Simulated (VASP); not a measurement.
# Na (P6_3/mmc) in VASP: further runs

Na is run at these levels: PBEsol; tasks: single point.

Everything below comes from runs of VASP 6.6.1. Logs are shortened: lines on timing, memory, paths and dates and some standing lists are left out, and cuts for length are marked.

## Step 1: The cell of the first run

Symmetry: P6_3/mmc, No. 194, hexagonal system. The conventional cell has a = 3.725 Å, b = 3.725 Å, c = 12.620 Å, α = 90.00°, β = 90.00°, γ = 120.00°. Within 4.9 Å of Na (site symmetry -6m2) lie 12 Na at 3.72 to 3.82 Å. Na (site symmetry -3m) has 12 Na at 3.72 to 3.82 Å within 4.9 Å.

This isn't the form of Na at room conditions, which is bcc.

## Step 2: Single point, PBEsol

Contents of INCAR:

```
  PREC = Accurate
  ENCUT = 520
  EDIFF = 1E-6
  ISMEAR = -1
  SIGMA = 0.05
  LREAL = F
  LASPH = T
  NELM = 80
  ALGO = Normal
  ISIF = 2
  LWAVE = F
  LCHARG = T
  GGA = PS
  LELF = T
  LVHAR = T
  NBANDS = 22
```

Contents of KPOINTS:

```
Automatic mesh
0
Gamma
  8 8 3
```

Contents of POSCAR:

```
Na
1.0
    3.7248896839      0.0000000000      0.0000000000
   -1.8624448419      3.2258490925      0.0000000000
    0.0000000000      0.0000000000     12.6203525792
Na
4
Direct
    0.6666666667      0.3333333333      0.7500000000
    0.0000000000      0.0000000000      0.5000000000
    0.3333333333      0.6666666667      0.2500000000
    0.0000000000      0.0000000000      0.0000000000
```

Potentials or basis: VASP PAW PBE potentials, release 64 (Na_pv).

The run is started by

```sh
cat potpaw_PBE.64/Na_pv/POTCAR > POTCAR
mpirun -np 1 vasp_std > vasp.out
```

OUTCAR:

```text
PREC = Accurate
   ENCUT = 520
   EDIFF = 1E-6
   ISMEAR = -1
   LREAL = F
   LASPH = T
   NELM = 80
   ISIF = 2
   GGA = PS

 ion  position               nearest neighbor table
   1  0.667  0.333  0.750-
   2  0.000  0.000  0.500-
   3  0.333  0.667  0.250-
   4  0.000  0.000  0.000-

  LATTYP: Found a hexagonal cell.
 ALAT       =     3.7248896839
 C/A-ratio  =     3.3881144544

  Lattice vectors:

 A1 = (   3.7248896839,   0.0000000000,   0.0000000000)
 A2 = (  -1.8624448419,   3.2258490925,   0.0000000000)
 A3 = (   0.0000000000,   0.0000000000,  12.6203525792)

Analysis of symmetry for initial positions (statically):
=====================================================================
 Subroutine PRICEL returns:
 Original cell was already a primitive cell.

 Routine SETGRP: Setting up the symmetry group for a
 hexagonal supercell.

 Subroutine GETGRP returns: Found 24 space group operations
 (whereof 12 operations were pure point group operations)
 out of a pool of 24 trial point group operations.

The static configuration has the point symmetry D_3d.
 The point group associated with its full space group is D_6h.

Analysis of symmetry for dynamics (positions and initial velocities):
=====================================================================
 Subroutine PRICEL returns:
 Original cell was already a primitive cell.

 Routine SETGRP: Setting up the symmetry group for a
 hexagonal supercell.

 Subroutine GETGRP returns: Found 24 space group operations
 (whereof 12 operations were pure point group operations)
 out of a pool of 24 trial point group operations.

The dynamic configuration has the point symmetry D_3d.
 The point group associated with its full space group is D_6h.

 Subroutine INISYM returns: Found 24 space group operations
 (whereof 12 operations are pure point group operations),
 and found     1 'primitive' translations

----------------------------------------------------------------------------------------

                                     Primitive cell

  volume of cell :     151.6453

  direct lattice vectors                    reciprocal lattice vectors
     3.724889684  0.000000000  0.000000000     0.268464326  0.154997951  0.000000000
    -1.862444842  3.225849092  0.000000000     0.000000000  0.309995902  0.000000000
     0.000000000  0.000000000 12.620352579     0.000000000  0.000000000  0.079237089

  length of vectors
     3.724889684  3.724889684 12.620352579     0.309995902  0.309995902  0.079237089

  position of ions in fractional coordinates (direct lattice)
     0.666666667  0.333333333  0.750000000
     0.000000000  0.000000000  0.500000000
     0.333333333  0.666666667  0.250000000
     0.000000000  0.000000000  0.000000000

  ion indices of the primitive-cell ions
   primitive index   ion index
                 1           1
                 2           2
                 3           3
                 4           4

----------------------------------------------------------------------------------------

 KPOINTS: Automatic mesh

Automatic generation of k-mesh.
 Grid dimensions read from file:
 generate k-points for:    8    8    3

 Generating k-lattice:

  Cartesian coordinates                     Fractional coordinates (reciprocal lattice)
     0.033558041  0.019374744  0.000000000     0.125000000  0.000000000  0.000000000
     0.000000000  0.038749488  0.000000000     0.000000000  0.125000000  0.000000000
     0.000000000  0.000000000  0.026412363     0.000000000  0.000000000  0.333333333

  Length of vectors
     0.038749488  0.038749488  0.026412363

  Shift w.r.t. Gamma in fractional coordinates (k-lattice)
     0.000000000  0.000000000  0.000000000

 Subroutine IBZKPT returns following result:
 ===========================================

 Found     20 irreducible k-points:

 Following reciprocal coordinates:
            Coordinates               Weight
  0.000000  0.000000  0.000000      1.000000
  0.125000  0.000000  0.000000      6.000000
  0.250000  0.000000  0.000000      6.000000
  0.375000 -0.000000  0.000000      6.000000
  0.500000  0.000000  0.000000      3.000000
  0.125000  0.125000  0.000000      6.000000
[... 12 lines left out ...]
  0.250000  0.250000  0.333333     12.000000
  0.375000  0.250000  0.333333     12.000000
   k-points           NKPTS =     20   k-points in BZ     NKDIM =     20   number of bands    NBANDS=     22
   number of dos      NEDOS =    301   number of ions     NIONS =      4
   total plane-waves  NPLWV =  75264
   dimension x,y,z NGX =    28 NGY =   28 NGZ =   96
   dimension x,y,z NGXF=    56 NGYF=   56 NGZF=  192
   ions per type =               4
   NGX,Y,Z   is equivalent  to a cutoff of  12.50, 12.50, 12.65 a.u.
   NGXF,Y,Z  is equivalent  to a cutoff of  24.99, 24.99, 25.29 a.u.
 SYSTEM =  unknown system
   PREC   = accura    normal or accurate (medium, high low for compatibility)
   ISTART =      0    job   : 0-new  1-cont  2-samecut
   ICHARG =      2    charge: 1-file 2-atom 10-const
   ISPIN  =      1    spin polarized calculation?
   LNONCOLLINEAR =      F non collinear calculations
   LSORBIT =      F    spin-orbit coupling
   LASPH  =      T    aspherical Exc in radial PAW
   ENCUT  =  520.0 eV  38.22 Ry    6.18 a.u.   6.93  6.93 23.47*2*pi/ulx,y,z
   NELM   =     80;   NELMIN=  2; NELMDL= -5     # of ELM steps
   EDIFF  = 0.1E-05   stopping-criterion for ELM
   LREAL  =      F    real-space projection
   EDIFFG = 0.1E-04   stopping-criterion for IOM
   NSW    =      0    number of steps for IOM
   IBRION =     -1    ionic relax: 0-MD 1-quasi-New 2-CG
   NFREE  =      0    steps in history (QN), initial steepest desc. (CG)
   ISIF   =      2    stress and relaxation
   ISYM   =      2    0-nonsym 1-usesym 2-fastsym
   POTIM  = 0.5000    time-step for ionic-motion
   TEBEG  =    0.0;   TEEND  =   0.0 temperature during run
   PSTRESS=    0.0 pullay stress
   NELECT =      28.0000    total number of electrons
   NUPDOWN=      -1.0000    fix difference up-down
   EMIN   =  10.00;   EMAX   =-10.00  energy-range for DOS
   EFERMI =   0.00;   METHOD = LEGACY
   ISMEAR =    -1;   SIGMA  =   0.05  broadening in eV -4-tet -1-fermi 0-gaus
   EFERMI_NEDOS =   21; number of points for ismear=-14 and -15
   IALGO  =     38    algorithm
   IMIX   =      4    mixing-type and parameters
     AMIX     =   0.40;   BMIX     =  1.00
     AMIX_MAG =   1.60;   BMIX_MAG =  1.00
  volume/ion in A,a.u.               =      37.91       255.84
  Fermi-wavevector in a.u.,A,eV,Ry     =   0.932219  1.761638 11.823897  0.869032
  Thomas-Fermi vector in A             =   2.058794
   LORBIT       =      0    0 simple, 1 ext, 2 COOP (PROOUT), +10 PAW based schemes
   GGA     = PS    functional components
   LHFCALC =     F    Hartree Fock is set to
   AEXX    =    0.0000 exact exchange contribution
   IVDW    =     0    specifies the selected vdW correction
   LEPSILON=     F    determine dielectric tensor
   LRPA    =     F    only Hartree local field effects (RPA)
 non-spin polarized calculation
  energy-cutoff  :      520.00
  volume of cell :      151.65
 maximum number of plane-waves:      4110
 NGX is ok and might be reduce to    28
   NGX = 13   NGY = 13   NGZ = 47

 number of electron      28.0000022 magnetization

 Free energy of the ion-electron system (eV)
  ---------------------------------------------------
  ext. energy  EPLUGINS =         0.00000000
  ---------------------------------------------------
  free energy    TOTEN  =        -5.58127907 eV

  energy without entropy =       -5.56291608  energy(sigma->0) =       -5.57209758

 E-fermi :   0.2301     XC(G=0):  -6.4418

 val. band max:        0.1500185460   @ k =   0.2500   0.2500   0.3333
 cond. band min:       0.2774327328   @ k =   0.2500   0.1250   0.3333
 fundamental gap:      0.1274141868
 Fermi energy:         0.2300805481

 k-point     1 :       0.0000    0.0000    0.0000
  band No.  band energies     occupation
      1     -24.5872      2.00000
      2     -24.5727      2.00000
      3     -24.5723      2.00000
      4     -24.5616      2.00000
      5     -24.5616      2.00000
      6     -24.5599      2.00000
[... 14 lines left out ...]
     21      10.4398      0.00000
     22      10.6005      0.00000

 k-point     2 :       0.1250    0.0000    0.0000
  band No.  band energies     occupation
      1     -24.5856      2.00000
      2     -24.5731      2.00000
      3     -24.5728      2.00000
      4     -24.5657      2.00000
      5     -24.5632      2.00000
      6     -24.5629      2.00000
[... 14 lines left out ...]
     21       8.4980      0.00000
     22       8.5556      0.00000

 k-point     3 :       0.2500    0.0000    0.0000
  band No.  band energies     occupation
      1     -24.5817      2.00000
      2     -24.5783      2.00000
      3     -24.5776      2.00000
      4     -24.5749      2.00000
      5     -24.5727      2.00000
      6     -24.5668      2.00000
[... 14 lines left out ...]
     21       6.2871      0.00000
     22       6.3790      0.00000

 k-point     4 :       0.3750   -0.0000    0.0000
  band No.  band energies     occupation
      1     -24.5876      2.00000
      2     -24.5869      2.00000
      3     -24.5841      2.00000
      4     -24.5827      2.00000
      5     -24.5756      2.00000
      6     -24.5685      2.00000
[... 14 lines left out ...]
     21       5.8996      0.00000
     22       6.2531      0.00000

 k-point     5 :       0.5000    0.0000    0.0000
  band No.  band energies     occupation
      1     -24.5917      2.00000
      2     -24.5907      2.00000
      3     -24.5880      2.00000
      4     -24.5868      2.00000
      5     -24.5718      2.00000
      6     -24.5697      2.00000
[... 14 lines left out ...]
     21       4.4798      0.00000
     22       4.6311      0.00000

 k-point     6 :       0.1250    0.1250    0.0000
  band No.  band energies     occupation
      1     -24.5828      2.00000
      2     -24.5756      2.00000
      3     -24.5756      2.00000
      4     -24.5717      2.00000
      5     -24.5697      2.00000
      6     -24.5667      2.00000
[... 14 lines left out ...]
     21       6.5518      0.00000
     22       6.9787      0.00000

 k-point     7 :       0.2500    0.1250    0.0000
  band No.  band energies     occupation
      1     -24.5831      2.00000
      2     -24.5827      2.00000
      3     -24.5798      2.00000
      4     -24.5791      2.00000
      5     -24.5779      2.00000
      6     -24.5693      2.00000
[... 224 lines left out ...]
      6     -24.5690      2.00000
[... 14 lines left out ...]
     21       6.8862      0.00000
     22       7.0375      0.00000

 k-point    17 :       0.2500    0.1250    0.3333
  band No.  band energies     occupation
      1     -24.5832      2.00000
      2     -24.5820      2.00000
      3     -24.5813      2.00000
      4     -24.5798      2.00000
      5     -24.5748      2.00000
      6     -24.5710      2.00000
[... 14 lines left out ...]
     21       5.3151      0.00000
     22       5.7440      0.00000

 k-point    18 :       0.3750    0.1250    0.3333
  band No.  band energies     occupation
      1     -24.5888      2.00000
      2     -24.5881      2.00000
      3     -24.5862      2.00000
      4     -24.5856      2.00000
      5     -24.5725      2.00000
      6     -24.5718      2.00000
[... 14 lines left out ...]
     21       4.7490      0.00000
     22       5.3581      0.00000

 k-point    19 :       0.2500    0.2500    0.3333
  band No.  band energies     occupation
      1     -24.5851      2.00000
      2     -24.5848      2.00000
      3     -24.5842      2.00000
      4     -24.5832      2.00000
      5     -24.5747      2.00000
      6     -24.5746      2.00000
[... 14 lines left out ...]
     21       4.5619      0.00000
     22       4.9629      0.00000

 k-point    20 :       0.3750    0.2500    0.3333
  band No.  band energies     occupation
      1     -24.5860      2.00000
      2     -24.5854      2.00000
      3     -24.5833      2.00000
      4     -24.5831      2.00000
      5     -24.5777      2.00000
      6     -24.5774      2.00000
[... 14 lines left out ...]
     21       3.9430      0.00000
     22       4.0783      0.00000

------------------------ aborting loop because EDIFF is reached ----------------------------------------

  FORCE on cell =-STRESS in cart. coord.  units (eV):
  Direction    XX          YY          ZZ          XY          YZ          ZX
  --------------------------------------------------------------------------------------
  -------------------------------------------------------------------------------------
  Total        0.0224492      0.0224492     -0.8526191      0.0000000     -0.0000000     -0.0000000
  in kB        0.2371827      0.2371827     -9.0081722      0.0000000     -0.0000000     -0.0000000
  external PRESSURE =      -2.8446023 kB  Pullay stress =       0.0000000 kB

 VOLUME and BASIS-vectors are now :
 -----------------------------------------------------------------------------
  energy-cutoff  :      520.00
  volume of cell :      151.65
      direct lattice vectors                 reciprocal lattice vectors
     3.724889684  0.000000000  0.000000000     0.268464326  0.154997951  0.000000000
    -1.862444842  3.225849092  0.000000000     0.000000000  0.309995902  0.000000000
     0.000000000  0.000000000 12.620352579     0.000000000  0.000000000  0.079237089

 POSITION                                       TOTAL-FORCE (eV/Angst)
 -----------------------------------------------------------------------------------
      1.86244      1.07528      9.46526         0.000000     -0.000000      0.000000
      0.00000      0.00000      6.31018         0.000000      0.000000     -0.000000
     -0.00000      2.15057      3.15509        -0.000000      0.000000     -0.000000
      0.00000      0.00000      0.00000         0.000000      0.000000     -0.000000
 -----------------------------------------------------------------------------------
    total drift:                                0.000000     -0.000000      0.000000

  FREE ENERGIE OF THE ION-ELECTRON SYSTEM (eV)
  ---------------------------------------------------
  free  energy   TOTEN  =        -5.5812790749 eV

  energy  without entropy=       -5.5629160771  energy(sigma->0) =       -5.57209758
```

Run time: 33 s. Hardware: 1 thread of Intel Xeon Platinum 8488C (Sapphire Rapids), shared host; peak memory 0.27 GiB.

Results:

```
Free energy            : -5.5813 eV
Pressure               : -0.3 GPa
Band gap on the k mesh : zero (bands 14 and 15 overlap by 3.39 eV)
```

Stress tensor (GPa, compression positive):
```
 0.02  0.00  0.00
 0.00  0.02  0.00
 0.00  0.00 -0.90
```

Caveat: the PAW data sets were made with another functional, which shifts forces and pressure a little.

## Step 3: Single point, PBEsol

This run uses another cell than the first one, of 38.65 Å³/atom.

Contents of INCAR:

```
SYSTEM = Na
PREC     = Accurate       ! precision mode
ENCUT    = 520            ! plane-wave cutoff, eV
EDIFF    = 1E-7           ! SCF threshold, eV
ISMEAR   = -1             ! smearing method
SIGMA    = 0.05           ! smearing width, eV
LREAL    = .FALSE.        ! projectors in reciprocal space
LASPH    = .TRUE.         ! aspherical terms in the spheres
NELM     = 80             ! most SCF steps
ALGO     = Normal         ! electronic algorithm
ISIF     = 2              ! what is computed and relaxed
LWAVE    = .FALSE.        ! write WAVECAR
LCHARG   = .FALSE.        ! write CHGCAR
GGA      = PS             ! functional
NBANDS   = 22             ! bands
```

Contents of KPOINTS:

```
Automatic mesh
0
G
  8 8 3
  0 0 0
```

Contents of POSCAR:

```
Na
1.0
    3.7490779570      0.0000000000      0.0000000000
   -1.8745389785      3.2467967515      0.0000000000
    0.0000000000      0.0000000000     12.7023052170
Na
4
Direct
    0.6666666667      0.3333333333      0.7500000000
    0.0000000000      0.0000000000      0.5000000000
    0.3333333333      0.6666666667      0.2500000000
    0.0000000000      0.0000000000      0.0000000000
```

Potentials or basis: VASP PAW PBE potentials, release 64 (Na_pv).

The run is started by

```sh
cat potpaw_PBE.64/Na_pv/POTCAR > POTCAR
mpirun -np 1 vasp_std > vasp.out
```

It took 32 s on 1 thread of Intel Xeon Platinum 8488C (Sapphire Rapids), shared host; peak memory 0.26 GiB.

It converged, with:

```
Free energy            : -5.5748 eV
Pressure               : -0.4 GPa
Band gap on the k mesh : zero (bands 14 and 15 overlap by 3.35 eV)
```

Stress tensor (GPa, compression positive):
```
-0.12  0.00  0.00
 0.00 -0.12  0.00
 0.00  0.00 -1.01
```

Levels at points of the mesh, in eV from the Fermi level:
```tsv
k point	band 12	band 13	band 14	band 15	band 16	band 17
(0.00, 0.00, 0.00)	-24.80	-3.18	-2.22	-2.22	0.40	0.73
(0.50, 0.00, 0.00)	-24.81	0.35	0.41	1.08	1.16	1.47
```

Caveat: the PAW data sets were made with another functional, which shifts forces and pressure a little.

The gap in the log of VASP goes by the Fermi energy; the results here count the filled bands.